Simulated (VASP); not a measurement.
# SiO2 (Pnnm) in VASP: notebook

SiO2 is run at these levels: PBE; tasks: single point.

All numbers are computed with VASP 6.6.1; they aren't measurements. Logs are shortened: lines on timing, memory, paths and dates and some standing lists are left out, and cuts for length are marked.

## 1. The cell of the first run

Symmetry: Pnnm, No. 58, orthorhombic system. The conventional cell has a = 4.236 Å, b = 4.532 Å, c = 2.690 Å, α = 90.00°, β = 90.00°, γ = 90.00°. Si (site symmetry 2/m) has 6 O at 1.80 to 1.90 Å within 2.4 Å. O (site symmetry m) has 3 Si at 1.80 to 1.90 Å and 11 O at 2.41 to 2.69 Å within 2.7 Å.

## 2. Single point, PBE (atoms displaced along a vibrational mode, the cell strained)

Input file INCAR:

```
  ALGO = Normal
  EDIFF = 1E-6
  ENCUT = 520
  GGA = PE
  ISIF = 2
  ISMEAR = 0
  LASPH = True
  LCHARG = False
  LREAL = False
  LWAVE = False
  NBANDS = 25
  NELM = 100
  PREC = Accurate
  SIGMA = 0.05
```

Input file KPOINTS:

```
k-points
0
Gamma
  6 6 8
```

Input file POSCAR:

```
SiO2
1.0
    4.2358788266      0.0000000000      0.0000000000
    0.0000000000      4.5323903445      0.0000000000
    0.0000000000      0.0000000000      2.6897743046
Si O
2 4
Direct
    0.5000000000      0.5000000000      0.5000000000
    0.0000000000      0.0000000000      0.0000000000
    0.6836979468      0.7023276386      0.0000000000
    0.1836979468      0.7976723614      0.5000000000
    0.3163020532      0.2976723614      0.0000000000
    0.8163020532      0.2023276386      0.5000000000
```

Potentials or basis: VASP PAW PBE potentials, release 64 (Si, O).

On the command line:

```
cat potpaw_PBE.64/Si/POTCAR potpaw_PBE.64/O/POTCAR > POTCAR
mpirun -np 1 vasp_std > vasp.out
```

OUTCAR:

```text
EDIFF = 1E-6
   ENCUT = 520
   GGA = PE
   ISIF = 2
   ISMEAR = 0
   LASPH = True
   LREAL = False
   NELM = 100
   PREC = Accurate

 ion  position               nearest neighbor table
   1  0.500  0.500  0.500-   3 1.80   5 1.80   3 1.80   5 1.80   4 1.90   6 1.90
   2  0.000  0.000  0.000-   4 1.80   6 1.80   4 1.80   6 1.80   5 1.90   3 1.90
   3  0.684  0.702  0.000-   1 1.80   1 1.80   2 1.90
   4  0.184  0.798  0.500-   2 1.80   2 1.80   1 1.90
   5  0.316  0.298  0.000-   1 1.80   1 1.80   2 1.90
   6  0.816  0.202  0.500-   2 1.80   2 1.80   1 1.90

  LATTYP: Found a simple orthorhombic cell.
 ALAT       =     2.6897743046
 B/A-ratio  =     1.5748082727
 C/A-ratio  =     1.6850448518

  Lattice vectors:

 A1 = (   0.0000000000,   0.0000000000,   2.6897743046)
 A2 = (   4.2358788266,   0.0000000000,   0.0000000000)
 A3 = (   0.0000000000,   4.5323903445,   0.0000000000)

Analysis of symmetry for initial positions (statically):
=====================================================================
 Subroutine PRICEL returns:
 Original cell was already a primitive cell.

 Routine SETGRP: Setting up the symmetry group for a
 simple orthorhombic supercell.

 Subroutine GETGRP returns: Found  8 space group operations
 (whereof  4 operations were pure point group operations)
 out of a pool of  8 trial point group operations.

The static configuration has the point symmetry C_2h.
 The point group associated with its full space group is D_2h.

Analysis of symmetry for dynamics (positions and initial velocities):
=====================================================================
 Subroutine PRICEL returns:
 Original cell was already a primitive cell.

 Routine SETGRP: Setting up the symmetry group for a
 simple orthorhombic supercell.

 Subroutine GETGRP returns: Found  8 space group operations
 (whereof  4 operations were pure point group operations)
 out of a pool of  8 trial point group operations.

The dynamic configuration has the point symmetry C_2h.
 The point group associated with its full space group is D_2h.

 Subroutine INISYM returns: Found  8 space group operations
 (whereof  4 operations are pure point group operations),
 and found     1 'primitive' translations

----------------------------------------------------------------------------------------

                                     Primitive cell

  volume of cell :      51.6401

  direct lattice vectors                    reciprocal lattice vectors
     4.235878827  0.000000000  0.000000000     0.236078519  0.000000000  0.000000000
     0.000000000  4.532390344  0.000000000     0.000000000  0.220634130  0.000000000
     0.000000000  0.000000000  2.689774305     0.000000000  0.000000000  0.371778405

  length of vectors
     4.235878827  4.532390344  2.689774305     0.236078519  0.220634130  0.371778405

  position of ions in fractional coordinates (direct lattice)
     0.500000000  0.500000000  0.500000000
     0.000000000  0.000000000  0.000000000
     0.683697947  0.702327639  0.000000000
     0.183697947  0.797672361  0.500000000
     0.316302053  0.297672361  0.000000000
     0.816302053  0.202327639  0.500000000

  ion indices of the primitive-cell ions
   primitive index   ion index
                 1           1
                 2           2
                 3           3
                 4           4
                 5           5
                 6           6

----------------------------------------------------------------------------------------

 KPOINTS: k-points

Automatic generation of k-mesh.
 Grid dimensions read from file:
 generate k-points for:    6    6    8

 Generating k-lattice:

  Cartesian coordinates                     Fractional coordinates (reciprocal lattice)
     0.039346420  0.000000000  0.000000000     0.166666667  0.000000000  0.000000000
     0.000000000  0.036772355  0.000000000     0.000000000  0.166666667  0.000000000
     0.000000000  0.000000000  0.046472301     0.000000000  0.000000000  0.125000000

  Length of vectors
[... 44 lines left out ...]
   LRPA    =     F    only Hartree local field effects (RPA)
 non-spin polarized calculation
 Gauss-broadening in eV      SIGMA  =   0.05
  energy-cutoff  :      520.00
  volume of cell :       51.64
 maximum number of plane-waves:      1408
 NGX is ok and might be reduce to    32
   NGX = 15   NGY = 17   NGZ = 11

 number of electron      31.9999988 magnetization

 Free energy of the ion-electron system (eV)
  ---------------------------------------------------
  ext. energy  EPLUGINS =         0.00000000
  ---------------------------------------------------
  free energy    TOTEN  =       -45.91614891 eV

  energy without entropy =      -45.91614891  energy(sigma->0) =      -45.91614891

 E-fermi :   7.1902     XC(G=0): -11.7287

 val. band max:        6.8665465292   @ k =   0.0000   0.0000   0.0000
 cond. band min:      10.7337522345   @ k =   0.0000   0.0000   0.0000
 fundamental gap:      3.8672057053
 Fermi energy:         7.1902213934

 k-point     1 :       0.0000    0.0000    0.0000
  band No.  band energies     occupation
      1     -14.7312      2.00000
      2     -11.9542      2.00000
      3     -11.5216      2.00000
      4     -11.3732      2.00000
      5      -3.4366      2.00000
      6       0.5099      2.00000
[... 17 lines left out ...]
     24      19.7783      0.00000
     25      20.5805      0.00000

 k-point     2 :       0.1667    0.0000    0.0000
  band No.  band energies     occupation
      1     -14.5979      2.00000
      2     -12.0816      2.00000
      3     -11.8748      2.00000
      4     -11.1193      2.00000
      5      -3.2458      2.00000
      6       0.3236      2.00000
[... 17 lines left out ...]
     24      19.1325      0.00000
     25      20.6989      0.00000

 k-point     3 :       0.3333    0.0000    0.0000
  band No.  band energies     occupation
      1     -14.2095      2.00000
      2     -12.8533      2.00000
      3     -11.6581      2.00000
      4     -11.1376      2.00000
      5      -2.7035      2.00000
      6      -0.8273      2.00000
[... 552 lines left out ...]
 k-point    23 :       0.3333    0.1667    0.1250
  band No.  band energies     occupation
      1     -13.9309      2.00000
      2     -12.7342      2.00000
      3     -11.6653      2.00000
      4     -11.1458      2.00000
      5      -2.3378      2.00000
      6      -0.6603      2.00000
[... 17 lines left out ...]
     24      19.7300      0.00000
     25      19.8871      0.00000

 k-point    24 :       0.5000    0.1667    0.1250
  band No.  band energies     occupation
      1     -13.3732      2.00000
      2     -13.3732      2.00000
      3     -11.4122      2.00000
      4     -11.4122      2.00000
      5      -1.5337      2.00000
      6      -1.5337      2.00000
[... 17 lines left out ...]
     24      19.3435      0.00000
     25      20.5821      0.00000

 [... further k-points ...]
[... 5 lines left out ...]
  --------------------------------------------------------------------------------------
  -------------------------------------------------------------------------------------
  Total       -1.9972651    -10.5449817     -2.7335137      0.0000000      0.0000000      0.0000000
  in kB      -61.9668788   -327.1671853    -84.8096290      0.0000000      0.0000000      0.0000000
  external PRESSURE =    -157.9812311 kB  Pullay stress =       0.0000000 kB

 VOLUME and BASIS-vectors are now :
 -----------------------------------------------------------------------------
  energy-cutoff  :      520.00
  volume of cell :       51.64
      direct lattice vectors                 reciprocal lattice vectors
     4.235878827  0.000000000  0.000000000     0.236078519  0.000000000  0.000000000
     0.000000000  4.532390344  0.000000000     0.000000000  0.220634130  0.000000000
     0.000000000  0.000000000  2.689774305     0.000000000  0.000000000  0.371778405

 POSITION                                       TOTAL-FORCE (eV/Angst)
 -----------------------------------------------------------------------------------
      2.11794      2.26620      1.34489        -0.000000      0.000000      0.000000
      0.00000      0.00000      0.00000        -0.000000      0.000000      0.000000
      2.89606      3.18322      0.00000        -0.316723     -0.935823      0.000000
      0.77812      3.61536      1.34489        -0.316723      0.935823     -0.000000
      1.33982      1.34917      0.00000         0.316723      0.935823      0.000000
      3.45776      0.91703      1.34489         0.316723     -0.935823      0.000000
 -----------------------------------------------------------------------------------
    total drift:                                0.000000      0.000000      0.000000

  FREE ENERGIE OF THE ION-ELECTRON SYSTEM (eV)
  ---------------------------------------------------
  free  energy   TOTEN  =       -45.9161489074 eV

  energy  without entropy=      -45.9161489074  energy(sigma->0) =      -45.91614891
```

Run time: 52 s. Hardware: 1 thread of Intel Xeon Platinum 8259CL at 2.50GHz (Skylake/Cascade Lake), shared host; peak memory 0.21 GiB.

What came out:

| Item | Value |
| --- | --- |
| Free energy | -45.9161 eV |
| Pressure | -15.8 GPa |
| Largest force | 0.988 eV/Å |
| Band gap on the k mesh | 3.87 eV |

Forces in eV/Å, atoms in the order of the input:
```
Si   0.000  0.000  0.000
Si   0.000  0.000  0.000
O   -0.317 -0.936  0.000
O   -0.317  0.936  0.000
O    0.317  0.936  0.000
O    0.317 -0.936  0.000
```

Levels at points of the mesh, in eV from the valence-band top:
```tsv
k point	band 13	band 14	band 15	band 16	band 17	band 18	band 19	band 20
(0.00, 0.00, 0.00)	-2.26	-1.26	-0.55	0.00	3.87	6.77	7.71	8.45
(0.50, 0.00, 0.00)	-2.43	-2.43	-1.33	-1.33	6.48	6.48	8.76	8.76
(0.00, 0.50, 0.00)	-2.24	-2.24	-0.73	-0.73	6.42	6.42	8.71	8.71
(0.50, 0.50, 0.00)	-2.39	-2.39	-2.09	-2.09	6.39	6.39	9.37	9.37
(0.00, 0.00, 0.50)	-2.53	-2.53	-2.35	-2.35	7.49	7.49	10.95	10.95
(0.50, 0.00, 0.50)	-1.95	-1.95	-1.42	-1.42	7.44	7.44	8.39	8.39
(0.00, 0.50, 0.50)	-2.30	-2.30	-1.65	-1.65	7.37	7.37	8.25	8.25
(0.50, 0.50, 0.50)	-1.65	-1.65	-1.34	-1.34	5.76	5.76	9.75	9.75
```

Caveat: the cell differs from its parent crystal (atoms displaced along a vibrational mode, the cell strained); the cell stands under tension.

## 3. Single point, PBE (atoms displaced along a vibrational mode, the cell strained)

Input file INCAR:

```
PREC = Accurate
ENCUT = 520
EDIFF = 1E-6
ISMEAR = 0
SIGMA = 0.05
LREAL = False
LASPH = True
NELM = 100
ALGO = Normal
ISIF = 2
LWAVE = False
LCHARG = False
GGA = PE
NBANDS = 25
```

Input file KPOINTS:

```
Automatic mesh
0
Gamma
  6 6 8
```

Input file POSCAR:

```
SiO2
1.0
    4.2358788266      0.0000000000      0.0000000000
    0.0000000000      4.5323903445      0.0000000000
    0.0000000000      0.0000000000      2.6897743046
Si O
2 4
Direct
    0.5000000000      0.5000000000      0.5000000000
    0.0000000000      0.0000000000      0.0000000000
    0.6464385634      0.7395870220      0.0000000000
    0.1464385634      0.7604129780      0.5000000000
    0.3535614366      0.2604129780      0.0000000000
    0.8535614366      0.2395870220      0.5000000000
```

Potentials or basis: VASP PAW PBE potentials, release 64 (Si, O).

On the command line:

```
cat potpaw_PBE.64/Si/POTCAR potpaw_PBE.64/O/POTCAR > POTCAR
mpirun -np 1 vasp_std > vasp.out
```

Wall time 52 s (1 thread of Intel Xeon Platinum 8259CL at 2.50GHz (Skylake/Cascade Lake), shared host); peak memory 0.2 GiB.

Results (log left out):

```
Free energy            : -45.0321 eV
Pressure               : -19.6 GPa
Largest force          : 2.028 eV/Å
Band gap on the k mesh : 3.58 eV
```

Forces in eV/Å, atoms in the order of the input:
```
Si   0.000  0.000  0.000
Si   0.000  0.000  0.000
O    0.099 -2.026  0.000
O    0.099  2.026  0.000
O   -0.099  2.026  0.000
O   -0.099 -2.026  0.000
```

Stress tensor (GPa, compression positive):
```
 -0.69   0.00   0.00
  0.00 -49.59   0.00
  0.00   0.00  -8.48
```

Levels at points of the mesh, in eV from the valence-band top:
```tsv
k point	band 12	band 13	band 14	band 15	band 16	band 17	band 18	band 19	band 20	band 21
(0.00, 0.00, 0.00)	-1.88	-1.77	-1.20	-0.17	0.00	3.58	6.87	7.81	8.52	10.46
(0.50, 0.00, 0.00)	-3.04	-2.06	-2.06	-1.34	-1.34	6.38	6.38	8.87	8.87	11.04
(0.00, 0.50, 0.00)	-3.20	-1.76	-1.76	-0.05	-0.05	5.60	5.60	8.27	8.27	9.81
(0.50, 0.50, 0.00)	-2.63	-2.42	-2.42	-1.80	-1.80	6.30	6.30	9.04	9.04	11.46
(0.00, 0.00, 0.50)	-4.35	-2.50	-2.50	-1.77	-1.77	6.86	6.86	10.54	10.54	10.61
(0.50, 0.00, 0.50)	-2.99	-1.48	-1.48	-1.26	-1.26	6.37	6.37	7.99	7.99	11.59
(0.00, 0.50, 0.50)	-3.69	-2.60	-2.60	-1.27	-1.27	7.29	7.29	7.96	7.96	12.68
(0.50, 0.50, 0.50)	-4.08	-1.39	-1.39	-0.90	-0.90	5.30	5.30	9.82	9.82	10.32
```

Caveat: the cell differs from its parent crystal (atoms displaced along a vibrational mode, the cell strained); the cell stands under tension; forces of over 1 eV/Å act on the atoms, so gaps and moduli don't describe the material at rest. A k mesh can miss the band edges.

## 4. Single point, PBE (atoms displaced along a vibrational mode, the cell strained)

Input file INCAR:

```
PREC = Accurate
ENCUT = 520
EDIFF = 1E-6
ISMEAR = 0
SIGMA = 0.05
LREAL = False
LASPH = True
NELM = 60
ALGO = Normal
ISIF = 2
LWAVE = False
LCHARG = True
GGA = PE
LELF = True
LVHAR = True
NBANDS = 25
```

Input file KPOINTS:

```
regular mesh
0
Gamma
  6 6 8
```

Input file POSCAR:

```
SiO2
1.0
    4.2358788266      0.0000000000      0.0000000000
    0.0000000000      4.5323903445      0.0000000000
    0.0000000000      0.0000000000      2.6897743046
Si O
2 4
Direct
    0.5000000000      0.5000000000      0.5000000000
    0.0000000000      0.0000000000      0.0000000000
    0.7209573303      0.6650682551      0.0000000000
    0.2209573303      0.8349317449      0.5000000000
    0.2790426697      0.3349317449      0.0000000000
    0.7790426697      0.1650682551      0.5000000000
```

On the command line:

```
cat potpaw_PBE.64/Si/POTCAR potpaw_PBE.64/O/POTCAR > POTCAR
mpirun -np 1 vasp_std > vasp.out
```

It took 55 s on 1 thread of Intel Xeon Platinum 8259CL at 2.50GHz (Skylake/Cascade Lake), shared host; peak memory 0.2 GiB.

Results (log left out):

```
Free energy            : -45.9421 eV
Pressure               : -16.9 GPa
Largest force          : 0.853 eV/Å
Band gap on the k mesh : 4.37 eV (least direct gap 4.38 eV)
```

Forces in eV/Å, atoms in the order of the input:
```
Si   0.000  0.000  0.000
Si   0.000  0.000  0.000
O   -0.842 -0.142  0.000
O   -0.842  0.142  0.000
O    0.842  0.142  0.000
O    0.842 -0.142  0.000
```

Stress tensor (GPa, compression positive):
```
-16.46   0.00   0.00
  0.00 -22.07   0.00
  0.00   0.00 -12.12
```

Levels at points of the mesh, in eV from the valence-band top:
| k point | band 14 | band 15 | band 16 | band 17 | band 18 | band 19 |
| --- | --- | --- | --- | --- | --- | --- |
| (0.00, 0.00, 0.00) | -0.39 | -0.24 | -0.01 | 4.37 | 7.13 | 8.13 |
| (0.50, 0.00, 0.00) | -1.92 | -0.41 | -0.41 | 6.51 | 6.51 | 8.91 |
| (0.00, 0.50, 0.00) | -1.86 | -0.75 | -0.75 | 7.08 | 7.08 | 9.40 |
| (0.50, 0.50, 0.00) | -1.92 | -1.44 | -1.44 | 6.79 | 6.79 | 9.75 |
| (0.00, 0.00, 0.50) | -2.09 | -1.71 | -1.71 | 7.93 | 7.93 | 11.29 |
| (0.50, 0.00, 0.50) | -1.86 | -0.74 | -0.74 | 8.29 | 8.29 | 8.93 |
| (0.00, 0.50, 0.50) | -1.48 | -1.46 | -1.46 | 7.44 | 7.44 | 8.59 |
| (0.50, 0.50, 0.50) | -1.39 | -0.82 | -0.82 | 6.39 | 6.39 | 9.90 |

Caveat: the cell differs from its parent crystal (atoms displaced along a vibrational mode, the cell strained); the cell stands under tension.

## 5. Single point, PBE (atoms displaced along a vibrational mode, the cell strained)

Input file INCAR:

```
PREC = Accurate ; ENCUT = 520
EDIFF = 1E-6 ; ISMEAR = 0
SIGMA = 0.05 ; LREAL = F
LASPH = T ; NELM = 80
ALGO = Normal ; ISIF = 2
LWAVE = F ; LCHARG = F
GGA = PE ; NBANDS = 25
```

KPOINTS is that of step 4.

Input file POSCAR:

```
SiO2
1.0
    4.2358788266      0.0000000000      0.0000000000
    0.0000000000      4.5323903445      0.0000000000
    0.0000000000      0.0000000000      2.6897743046
Si O
2 4
Direct
    0.5000000000      0.5000000000      0.5000000000
    0.0000000000      0.0000000000      0.0000000000
    0.6930127927      0.6930127927      0.0000000000
    0.1930127927      0.8069872073      0.5000000000
    0.3069872073      0.3069872073      0.0000000000
    0.8069872073      0.1930127927      0.5000000000
```

On the command line:

```
cat potpaw_PBE.64/Si/POTCAR potpaw_PBE.64/O/POTCAR > POTCAR
mpirun -np 1 vasp_std > vasp.out
```

Run time: 53 s. Hardware: 1 thread of Intel Xeon Platinum 8259CL at 2.50GHz (Skylake/Cascade Lake), shared host; peak memory 0.21 GiB.

It converged, with:

- Free energy: -46.0000 eV
- Pressure: -15.5 GPa
- Largest force: 0.828 eV/Å
- Band gap on the k mesh: 3.96 eV

Forces in eV/Å, atoms in the order of the input:
```
Si   0.000  0.000  0.000
Si   0.000  0.000  0.000
O   -0.398 -0.726  0.000
O   -0.398  0.726  0.000
O    0.398  0.726  0.000
O    0.398 -0.726  0.000
```

Stress tensor (GPa, compression positive):
```
 -8.47   0.00   0.00
  0.00 -29.14   0.00
  0.00   0.00  -9.00
```

Levels at points of the mesh, in eV from the valence-band top:
```
           k point  band 14  band 15  band 16  band 17  band 18  band 19
(0.00, 0.00, 0.00)    -1.13    -0.56     0.00     3.96     6.81     7.76
(0.50, 0.00, 0.00)    -2.39    -1.19    -1.19     6.49     6.49     8.76
(0.00, 0.50, 0.00)    -2.24    -0.83    -0.83     6.59     6.59     8.88
(0.50, 0.50, 0.00)    -2.30    -2.03    -2.03     6.45     6.45     9.46
(0.00, 0.00, 0.50)    -2.47    -2.32    -2.32     7.62     7.62    11.04
(0.50, 0.00, 0.50)    -2.00    -1.32    -1.32     7.67     7.67     8.50
(0.00, 0.50, 0.50)    -2.16    -1.67    -1.67     7.37     7.37     8.32
(0.50, 0.50, 0.50)    -1.64    -1.32    -1.32     5.90     5.90     9.76
```

Caveat: the cell differs from its parent crystal (atoms displaced along a vibrational mode, the cell strained); the cell stands under tension.

## 6. The runs side by side

| cell | gap on the mesh (eV) | pressure (GPa) | largest force (eV/Å) |
| --- | --- | --- | --- |
| as given, atomic positions A | 3.87 | -15.8 | 0.99 |
| as given, atomic positions B | 3.58 | -19.6 | 2.03 |
| as given, atomic positions C | 4.37 | -16.9 | 0.85 |
| as given, atomic positions D | 3.96 | -15.5 | 0.83 |

Alike in all rows: task single point; level PBE; potentials or basis VASP PAW PBE potentials, release 64 (Si, O); no spin polarisation; k mesh 6 × 6 × 8; cutoff (eV) 520; smearing gaussian 0.05 eV.

Caveats: the cell stands under tension; forces of over 1 eV/Å act on the atoms, so gaps and moduli don't describe the material at rest (at least some runs).

Absolute energies hang on the potentials; compare differences alone.
